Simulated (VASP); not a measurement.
# AlGa3As2 (P6/mmm) in VASP: a series of runs

Runs on AlGa3As2. Level: PBE. Tasks: single point.

Everything below comes from runs of VASP 6.6.1. Logs are shortened: lines on timing, memory, paths and dates and some standing lists are left out, and cuts for length are marked.

### 1 The cell of the first run

Symmetry: P6/mmm, No. 191, hexagonal system. Conventional cell: a = 6.201 Å, b = 6.201 Å, c = 3.348 Å, α = 90.00°, β = 90.00°, γ = 120.00°. Al (site symmetry 6/mmm) has 2 Al at 3.35 Å and 12 Ga at 3.52 Å and 6 As at 3.58 Å within 4.4 Å. Ga (site symmetry mmm) has 4 As at 2.45 Å and 4 Ga at 3.10 Å within 3.2 Å. Within 3.2 Å of As (site symmetry -6m2) lie 6 Ga at 2.45 Å.

### 2 Single point, PBE

Input file INCAR:

```
SYSTEM = AlGa3As2
PREC = Accurate
ENCUT = 520
EDIFF = 1E-6
ISMEAR = 0
SIGMA = 0.1
LREAL = .FALSE.
LASPH = .TRUE.
NELM = 100
ALGO = Fast
ISIF = 2
LWAVE = .FALSE.
LCHARG = .TRUE.
GGA = PE
LELF = .TRUE.
LVHAR = .TRUE.
NBANDS = 35
```

Input file KPOINTS:

```
Automatic mesh
0
G
  3 3 6
  0 0 0
```

Input file POSCAR:

```
AlGa3As2
1.0
    6.2008390500      0.0000000000      0.0000000000
   -3.1004195300      5.3700841400      0.0000000000
    0.0000000000      0.0000000000      3.3478065300
Al Ga As
1 3 2
Direct
    0.0000000000      0.0000000000      0.0000000000
    0.5000000000      0.5000000000      0.5000000000
    0.5000000000      0.0000000000      0.5000000000
    0.0000000000      0.5000000000      0.5000000000
    0.6666666700      0.3333333300      0.0000000000
    0.3333333300      0.6666666700      0.0000000000
```

Potentials or basis: VASP PAW PBE potentials, release 64 (Al, Ga_d, As).

The run is started by

```
$ cat potpaw_PBE.64/Al/POTCAR potpaw_PBE.64/Ga_d/POTCAR potpaw_PBE.64/As/POTCAR > POTCAR
$ mpirun -np 1 vasp_std > vasp.out
```

OUTCAR:

```text
SYSTEM = AlGa3As2
   PREC = Accurate
   ENCUT = 520
   EDIFF = 1E-6
   ISMEAR = 0
   LREAL = .FALSE.
   LASPH = .TRUE.
   NELM = 100
   ISIF = 2
   GGA = PE

 ion  position               nearest neighbor table
   1  0.000  0.000  0.000-
   2  0.500  0.500  0.500-   5 2.45   6 2.45   5 2.45   6 2.45
   3  0.500  0.000  0.500-   5 2.45   6 2.45   5 2.45   6 2.45
   4  0.000  0.500  0.500-   5 2.45   6 2.45   5 2.45   6 2.45
   5  0.667  0.333  0.000-   4 2.45   4 2.45   3 2.45   3 2.45   2 2.45   2 2.45
   6  0.333  0.667  0.000-   4 2.45   4 2.45   3 2.45   3 2.45   2 2.45   2 2.45

  LATTYP: Found a hexagonal cell.
 ALAT       =     6.2008390500
 C/A-ratio  =     0.5398957307

  Lattice vectors:

 A1 = (   6.2008390500,   0.0000000000,   0.0000000000)
 A2 = (  -3.1004195300,   5.3700841400,   0.0000000000)
 A3 = (   0.0000000000,   0.0000000000,   3.3478065300)

Analysis of symmetry for initial positions (statically):
=====================================================================
 Subroutine PRICEL returns:
 Original cell was already a primitive cell.

 Routine SETGRP: Setting up the symmetry group for a
 hexagonal supercell.

 Subroutine GETGRP returns: Found 24 space group operations
 (whereof 24 operations were pure point group operations)
 out of a pool of 24 trial point group operations.

The static configuration has the point symmetry D_6h.

Analysis of symmetry for dynamics (positions and initial velocities):
=====================================================================
 Subroutine PRICEL returns:
 Original cell was already a primitive cell.

 Routine SETGRP: Setting up the symmetry group for a
 hexagonal supercell.

 Subroutine GETGRP returns: Found 24 space group operations
 (whereof 24 operations were pure point group operations)
 out of a pool of 24 trial point group operations.

The dynamic configuration has the point symmetry D_6h.

 Subroutine INISYM returns: Found 24 space group operations
 (whereof 24 operations are pure point group operations),
 and found     1 'primitive' translations

----------------------------------------------------------------------------------------

                                     Primitive cell

  volume of cell :     111.4787

  direct lattice vectors                    reciprocal lattice vectors
     6.200839050  0.000000000  0.000000000     0.161268498  0.093108411  0.000000000
    -3.100419530  5.370084140  0.000000000     0.000000000  0.186216822  0.000000000
     0.000000000  0.000000000  3.347806530     0.000000000  0.000000000  0.298703044

  length of vectors
     6.200839050  6.200839051  3.347806530     0.186216822  0.186216822  0.298703044

  position of ions in fractional coordinates (direct lattice)
     0.000000000  0.000000000  0.000000000
     0.500000000  0.500000000  0.500000000
     0.500000000  0.000000000  0.500000000
     0.000000000  0.500000000  0.500000000
     0.666666670  0.333333330  0.000000000
     0.333333330  0.666666670  0.000000000

  ion indices of the primitive-cell ions
   primitive index   ion index
                 1           1
                 2           2
                 3           3
                 4           4
                 5           5
                 6           6

----------------------------------------------------------------------------------------

 KPOINTS: Automatic mesh

Automatic generation of k-mesh.
 Grid dimensions read from file:
 generate k-points for:    3    3    6

 Generating k-lattice:

  Cartesian coordinates                     Fractional coordinates (reciprocal lattice)
     0.053756166  0.031036137  0.000000000     0.333333333  0.000000000  0.000000000
     0.000000000  0.062072274  0.000000000     0.000000000  0.333333333  0.000000000
     0.000000000  0.000000000  0.049783841     0.000000000  0.000000000  0.166666667

  Length of vectors
     0.062072274  0.062072274  0.049783841

  Shift w.r.t. Gamma in fractional coordinates (k-lattice)
     0.000000000  0.000000000  0.000000000

 Subroutine IBZKPT returns following result:
 ===========================================

 Found     12 irreducible k-points:

 Following reciprocal coordinates:
            Coordinates               Weight
  0.000000  0.000000  0.000000      1.000000
  0.333333 -0.000000  0.000000      6.000000
  0.333333  0.333333  0.000000      2.000000
  0.000000  0.000000  0.166667      2.000000
  0.333333 -0.000000  0.166667     12.000000
  0.333333  0.333333  0.166667      4.000000
  0.000000  0.000000  0.333333      2.000000
  0.333333 -0.000000  0.333333     12.000000
  0.333333  0.333333  0.333333      4.000000
  0.000000  0.000000  0.500000      1.000000
  0.333333 -0.000000  0.500000      6.000000
  0.333333  0.333333  0.500000      2.000000
   k-points           NKPTS =     12   k-points in BZ     NKDIM =     12   number of bands    NBANDS=     35
   number of dos      NEDOS =    301   number of ions     NIONS =      6
   total plane-waves  NPLWV =  64512
   dimension x,y,z NGX =    48 NGY =   48 NGZ =   28
   dimension x,y,z NGXF=    96 NGYF=   96 NGZF=   56
   ions per type =               1   3   2
   NGX,Y,Z   is equivalent  to a cutoff of  12.87, 12.87, 13.90 a.u.
   NGXF,Y,Z  is equivalent  to a cutoff of  25.74, 25.74, 27.81 a.u.
 SYSTEM =  AlGa3As2
   PREC   = accura    normal or accurate (medium, high low for compatibility)
   ISTART =      0    job   : 0-new  1-cont  2-samecut
   ICHARG =      2    charge: 1-file 2-atom 10-const
   ISPIN  =      1    spin polarized calculation?
   LNONCOLLINEAR =      F non collinear calculations
   LSORBIT =      F    spin-orbit coupling
   LASPH  =      T    aspherical Exc in radial PAW
   ENCUT  =  520.0 eV  38.22 Ry    6.18 a.u.  11.53 11.53  6.22*2*pi/ulx,y,z
   NELM   =    100;   NELMIN=  2; NELMDL= -5     # of ELM steps
   EDIFF  = 0.1E-05   stopping-criterion for ELM
   LREAL  =      F    real-space projection
   EDIFFG = 0.1E-04   stopping-criterion for IOM
   NSW    =      0    number of steps for IOM
   IBRION =     -1    ionic relax: 0-MD 1-quasi-New 2-CG
   NFREE  =      0    steps in history (QN), initial steepest desc. (CG)
   ISIF   =      2    stress and relaxation
   ISYM   =      2    0-nonsym 1-usesym 2-fastsym
   POTIM  = 0.5000    time-step for ionic-motion
   TEBEG  =    0.0;   TEEND  =   0.0 temperature during run
   PSTRESS=    0.0 pullay stress
   NELECT =      52.0000    total number of electrons
   NUPDOWN=      -1.0000    fix difference up-down
   EMIN   =  10.00;   EMAX   =-10.00  energy-range for DOS
   EFERMI =   0.00;   METHOD = LEGACY
   ISMEAR =     0;   SIGMA  =   0.10  broadening in eV -4-tet -1-fermi 0-gaus
   EFERMI_NEDOS =   21; number of points for ismear=-14 and -15
   IALGO  =     68    algorithm
   IMIX   =      4    mixing-type and parameters
     AMIX     =   0.40;   BMIX     =  1.00
     AMIX_MAG =   1.60;   BMIX_MAG =  1.00
  volume/ion in A,a.u.               =      18.58       125.38
  Fermi-wavevector in a.u.,A,eV,Ry     =   1.269634  2.399261 21.932200  1.611971
  Thomas-Fermi vector in A             =   2.402665
   LORBIT       =      0    0 simple, 1 ext, 2 COOP (PROOUT), +10 PAW based schemes
   GGA     = PE    functional components
   LHFCALC =     F    Hartree Fock is set to
   AEXX    =    0.0000 exact exchange contribution
   IVDW    =     0    specifies the selected vdW correction
   LEPSILON=     F    determine dielectric tensor
   LRPA    =     F    only Hartree local field effects (RPA)
 non-spin polarized calculation
 RMM-DIIS sequential band-by-band and
 Gauss-broadening in eV      SIGMA  =   0.10
  energy-cutoff  :      520.00
  volume of cell :      111.48
 maximum number of plane-waves:      3025
 NGX is ok and might be reduce to    48
   NGX = 23   NGY = 23   NGZ = 13

 number of electron      52.0000037 magnetization

 Free energy of the ion-electron system (eV)
  ---------------------------------------------------
  ext. energy  EPLUGINS =         0.00000000
  ---------------------------------------------------
  free energy    TOTEN  =       -18.63180295 eV

  energy without entropy =      -18.61045802  energy(sigma->0) =      -18.62113048

 E-fermi :   6.5469     XC(G=0): -10.6089

 val. band max:        6.5217626653   @ k =   0.3333   0.3333   0.0000
 cond. band min:       6.5494127498   @ k =   0.3333  -0.0000   0.3333
 fundamental gap:      0.0276500846
 Fermi energy:         6.5469045414

 k-point     1 :       0.0000    0.0000    0.0000
  band No.  band energies     occupation
      1      -9.5604      2.00000
      2      -9.1296      2.00000
      3      -9.0715      2.00000
      4      -9.0546      2.00000
      5      -9.0546      2.00000
      6      -9.0119      2.00000
[... 27 lines left out ...]
     34      11.2798      0.00000
     35      13.1490      0.00000

 k-point     2 :       0.3333   -0.0000    0.0000
  band No.  band energies     occupation
      1      -9.4125      2.00000
      2      -9.0955      2.00000
      3      -9.0831      2.00000
      4      -9.0574      2.00000
      5      -9.0340      2.00000
      6      -9.0141      2.00000
[... 27 lines left out ...]
     34      11.9525      0.00000
     35      12.4174      0.00000

 k-point     3 :       0.3333    0.3333    0.0000
  band No.  band energies     occupation
      1      -9.2291      2.00000
      2      -9.2291      2.00000
      3      -9.0482      2.00000
      4      -9.0482      2.00000
      5      -9.0279      2.00000
      6      -9.0245      2.00000
[... 27 lines left out ...]
     34      13.3406      0.00000
     35      13.6239      0.00000
[... 267 lines left out ...]
 k-point    11 :       0.3333   -0.0000    0.5000
  band No.  band energies     occupation
      1      -9.4397      2.00000
      2      -9.1791      2.00000
      3      -9.1405      2.00000
      4      -9.0595      2.00000
      5      -9.0296      2.00000
      6      -8.9895      2.00000
[... 27 lines left out ...]
     34      12.4323      0.00000
     35      12.9608      0.00000

 k-point    12 :       0.3333    0.3333    0.5000
  band No.  band energies     occupation
      1      -9.3198      2.00000
      2      -9.3198      2.00000
      3      -9.0573      2.00000
      4      -9.0573      2.00000
      5      -9.0483      2.00000
      6      -9.0127      2.00000
[... 27 lines left out ...]
     34      10.3814      0.00000
     35      11.1061      0.00000

------------------------ aborting loop because EDIFF is reached ----------------------------------------

  FORCE on cell =-STRESS in cart. coord.  units (eV):
  Direction    XX          YY          ZZ          XY          YZ          ZX
  --------------------------------------------------------------------------------------
  -------------------------------------------------------------------------------------
  Total       11.2924294     11.2924294     14.4842336     -0.0000000      0.0000000      0.0000000
  in kB      162.2953463    162.2953462    208.1681118     -0.0000002      0.0000000      0.0000000
  external PRESSURE =     177.5862681 kB  Pullay stress =       0.0000000 kB

 VOLUME and BASIS-vectors are now :
 -----------------------------------------------------------------------------
  energy-cutoff  :      520.00
  volume of cell :      111.48
      direct lattice vectors                 reciprocal lattice vectors
     6.200839050  0.000000000  0.000000000     0.161268498  0.093108411  0.000000000
    -3.100419530  5.370084140  0.000000000     0.000000000  0.186216822  0.000000000
     0.000000000  0.000000000  3.347806530     0.000000000  0.000000000  0.298703044

 POSITION                                       TOTAL-FORCE (eV/Angst)
 -----------------------------------------------------------------------------------
      0.00000      0.00000      0.00000        -0.000000      0.000000     -0.000000
      1.55021      2.68504      1.67390        -0.000000      0.000000     -0.000000
      3.10042      0.00000      1.67390        -0.000000      0.000000     -0.000000
     -1.55021      2.68504      1.67390        -0.000000      0.000000     -0.000000
      3.10042      1.79003      0.00000         0.000000      0.000000      0.000000
     -0.00000      3.58006      0.00000        -0.000000     -0.000000     -0.000000
 -----------------------------------------------------------------------------------
    total drift:                                0.000000      0.000000     -0.000000

  FREE ENERGIE OF THE ION-ELECTRON SYSTEM (eV)
  ---------------------------------------------------
  free  energy   TOTEN  =       -18.6318029464 eV

  energy  without entropy=      -18.6104580172  energy(sigma->0) =      -18.62113048
```

Wall time 85 s (1 thread of Intel Xeon Platinum 8488C (Sapphire Rapids), shared host); peak memory 0.26 GiB.

Results:

```yaml
Free_energy: -18.6318 eV
Pressure: 17.8 GPa
Band_gap_on_the_k_mesh: zero (band 26 reaches 7.41 eV, above the bottom of band 27 at 5.25 eV)
```

Caveat: the k points lie up to 0.39 Å⁻¹ apart.

### 3 Single point, PBE

This run uses another cell than the first one, of 23.41 Å³/atom, 1.260 times its volume.

Input file INCAR:

```
SYSTEM = AlGa3As2
ALGO = Normal
EDIFF = 1E-7
ENCUT = 520
GGA = PE
ISIF = 2
ISMEAR = 0
LASPH = .TRUE.
LCHARG = .FALSE.
LREAL = .FALSE.
LWAVE = .FALSE.
NBANDS = 35
NELM = 80
PREC = Accurate
SIGMA = 0.1
```

Input file KPOINTS:

```
k-points
0
G
  3 3 6
  0 0 0
```

Input file POSCAR:

```
AlGa3As2
1.0
    6.6795271609      0.0000000031      0.0000000000
   -3.3397635831      5.7846402050      0.0000000000
    0.0000000000      0.0000000000      3.6350172669
Al Ga As
1 3 2
Direct
    0.0000000000      0.0000000000      0.0000000000
    0.5000000000      0.5000000000      0.5000000000
    0.5000000000      0.0000000000      0.5000000000
    0.0000000000      0.5000000000      0.5000000000
    0.6666666667      0.3333333333      0.0000000000
    0.3333333333      0.6666666667      0.0000000000
```

Potentials or basis: VASP PAW PBE potentials, release 64 (Al, Ga_d, As).

The run is started by

```
$ cat potpaw_PBE.64/Al/POTCAR potpaw_PBE.64/Ga_d/POTCAR potpaw_PBE.64/As/POTCAR > POTCAR
$ mpirun -np 1 vasp_std > vasp.out
```

Wall time 81 s (1 thread of Intel Xeon Platinum 8488C (Sapphire Rapids), shared host); peak memory 0.27 GiB.

It converged, with:

| Property | Result |
| --- | --- |
| Free energy | -19.9384 eV |
| Pressure | 0.1 GPa |
| Band gap on the k mesh | zero (band 26 reaches 5.01 eV, above the bottom of band 27 at 3.28 eV) |

Stress tensor (GPa, compression positive):
```
0.06 0.00 0.00
0.00 0.06 0.00
0.00 0.00 0.15
```

Levels at points of the mesh, in eV from the Fermi level:
```
           k point  band 22  band 23  band 24  band 25  band 26  band 27  band 28  band 29  band 30  band 31
(0.00, 0.00, 0.00)    -3.88    -2.02    -1.57     0.06     0.67     0.67     2.46     3.32     3.32     3.96
(0.00, 0.00, 0.50)    -4.15    -4.15    -2.97    -1.39    -1.39    -0.68    -0.53    -0.53     2.74     2.74
```

Caveat: the k points lie up to 0.36 Å⁻¹ apart.
